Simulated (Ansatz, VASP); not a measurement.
## Mn in VASP and in Ansatz

Contents of POSCAR:

```
Mn
1.0
    2.4596328281      0.0000000000      0.0000000000
   -1.2298164140      2.1301045132      0.0000000000
    0.0000000000      0.0000000000      7.9579876579
Mn
4
Direct
    1.0000000000      1.0000000000      0.0000000000
    1.0000000000      0.0000000000      0.5000000000
    0.3333333333      0.6666666667      0.2500000000
    0.6666666667      0.3333333333      0.7500000000
```

INCAR.step1

```
PREC = Accurate ; ENCUT = 520
ISMEAR = -1 ; SIGMA = 0.1
LREAL = F ; LASPH = T
NELM = 80 ; NBANDS = 34
GGA = PE ; ALGO = Normal
EDIFF = 1E-4 ; LWAVE = T
LCHARG = F
```

INCAR.step2

```
PREC = Accurate ; ENCUT = 520
EDIFF = 1E-7 ; ISMEAR = -1
SIGMA = 0.1 ; LREAL = F
LASPH = T ; NELM = 80
ALGO = Normal ; ISIF = 2
LWAVE = F ; LCHARG = F
METAGGA = R2SCAN ; LMIXTAU = T
NBANDS = 34 ; ISTART = 1
```

File KPOINTS:

```
Automatic mesh
0
Gamma
  16 16 5
```

Input for Ansatz:

```yaml
crystal:
  lattice:
    - [2.4596328281, 0.0, 0.0]
    - [-1.229816414, 2.1301045132, 0.0]
    - [0.0, 0.0, 7.9579876579]
  atoms:
    - { symbol: Mn, position: [1.0, 1.0, 0.0] }
    - { symbol: Mn, position: [1.0, 0.0, 0.5] }
    - { symbol: Mn, position: [0.3333333333, 0.6666666667, 0.25] }
    - { symbol: Mn, position: [0.6666666667, 0.3333333333, 0.75] }
hamiltonian:
  xc: r2scan
  pseudopotentials:
    kind: paw
    azcp:
      Mn: "pseudopotentials/Mn.paw.azcp"
basis:
  ecutwfc: 500
  fft_grid_basis: typed
kpoints:
  mp_grid: { grid: [16, 16, 5], shift: [0, 0, 0] }
magnetization:
  spin_polarized: false
scf:
  occupations: { method: fermi_dirac, width: 0.1 }
  lower_state_search: "off"
output:
  stress: true
```

Alike in both runs: task single point; functional r2SCAN; k mesh 16 × 16 × 5; occupations fermi-dirac, width 0.1 eV; no spin polarisation.

|  | VASP | Ansatz |
| --- | --- | --- |
| version | VASP 6.6.1 | Ansatz 0.2.0 |
| potentials or method | VASP PAW PBE potentials, release 64 (Mn_pv), cutoff 520 eV | plane waves (500 eV) with PAW, scalar-relativistic |
| valence electrons in the cell | 52 | 60 |

```csv
,VASP,Ansatz,Ansatz less VASP
pressure (GPa),0.3,0.0,-0.31
"traceless stress, the component that is largest in VASP (GPa)",0.18,-0.01,-0.184
```

VASP's potentials were made for PBE, not for r2SCAN. The functional is the same, so the differences come from potentials, cutoffs and numerics. VASP's potentials hold 52 valence electrons a cell and Ansatz's 60, so a difference there can come from the potentials and not from the codes.
